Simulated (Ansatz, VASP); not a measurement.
MgO in VASP and in Ansatz

File INCAR:

```
SYSTEM = MgO
ALGO = Normal ; EDIFF = 1E-6
ENCUT = 520 ; ISIF = 2
ISMEAR = 0 ; LASPH = .True.
LCHARG = .False. ; LREAL = .False.
LWAVE = .False. ; NBANDS = 36
NELM = 100 ; PREC = Accurate
SIGMA = 0.05
```

Contents of KPOINTS:

```
k-points
0
Gamma
  4 4 4
  0 0 0
```

File POSCAR:

```
MgO
1.0
    5.5230736673      0.0000000000      0.0000000000
    0.0000000000      5.5230736673      0.0000000000
    0.0000000000      0.0000000000      5.5230736673
Mg O
6 6
Direct
    0.2500000000     -0.0132897364      0.5000000000
    0.0000000000      0.5132897364      0.2500000000
    0.5000000000      0.7500000000      0.0000000000
    0.7500000000     -0.0132897364      0.5000000000
    0.0000000000      0.5132897364      0.7500000000
    0.5000000000      0.2500000000      0.0000000000
    0.2500000000      0.4811705975      0.0000000000
    0.5000000000      0.0188294025      0.2500000000
    0.0000000000      0.7500000000      0.5000000000
    0.7500000000      0.4811705975      0.0000000000
    0.5000000000      0.0188294025      0.7500000000
    0.0000000000      0.2500000000      0.5000000000
```

Input for Ansatz:

```yaml
crystal:
  lattice:
    - [5.5230736673, 0.0, 0.0]
    - [0.0, 5.5230736673, 0.0]
    - [0.0, 0.0, 5.5230736673]
  atoms:
    - { symbol: Mg, position: [0.25, -0.0132897364, 0.5] }
    - { symbol: Mg, position: [0.0, 0.5132897364, 0.25] }
    - { symbol: Mg, position: [0.5, 0.75, 0.0] }
    - { symbol: Mg, position: [0.75, -0.0132897364, 0.5] }
    - { symbol: Mg, position: [0.0, 0.5132897364, 0.75] }
    - { symbol: Mg, position: [0.5, 0.25, 0.0] }
    - { symbol: O, position: [0.25, 0.4811705975, 0.0] }
    - { symbol: O, position: [0.5, 0.0188294025, 0.25] }
    - { symbol: O, position: [0.0, 0.75, 0.5] }
    - { symbol: O, position: [0.75, 0.4811705975, 0.0] }
    - { symbol: O, position: [0.5, 0.0188294025, 0.75] }
    - { symbol: O, position: [0.0, 0.25, 0.5] }
basis:
  ecutwfc: 520.0
kpoints:
  mp_grid: { grid: [4, 4, 4] }
hamiltonian:
  xc: lda
  pseudopotentials: { kind: paw, azcp: { folder: soft_1 } }
scf:
  occupations: { method: gaussian, width: 0.05 }
output:
  forces: true
  stress: true
  eigenvalues: true
```

Change from the starting cell: mode 14 frozen in at -0.014 Å and mode 24 at -0.115 Å (largest displacements).

Alike in both runs: task single point; functional LDA; k mesh 4 × 4 × 4; occupations gaussian, width 0.05 eV; no spin polarisation.

```csv
,VASP,Ansatz
version,VASP 6.6.1,Ansatz 0.2.0
potentials or method,"VASP PAW LDA potentials, release 64 (Mg, O), cutoff 520 eV","scalar-relativistic, plane waves, PAW"
valence electrons in the cell,48,96
```

```csv
,VASP,Ansatz,Ansatz less VASP
gap on the k mesh at the Fermi level (eV),2.66,2.67,+0.015
least direct gap on the mesh (eV),2.68,2.69,+0.014
pressure (GPa),-0.3,0.4,+0.68
"traceless stress, the component that is largest in VASP (GPa)",-0.45,-0.46,-0.009
rms of the force components (eV/Å),0.792,0.775,-0.0169
```

Ansatz warns that its potentials were made for another functional, while VASP's fit it. LDA's correlation is that of Perdew and Zunger in VASP and of Perdew and Wang (1992) in Ansatz. Atom by atom the forces differ by 0.017 eV/Å (rms over components). VASP's potentials hold 48 valence electrons a cell and Ansatz's 96, so a difference there can come from the potentials and not from the codes.
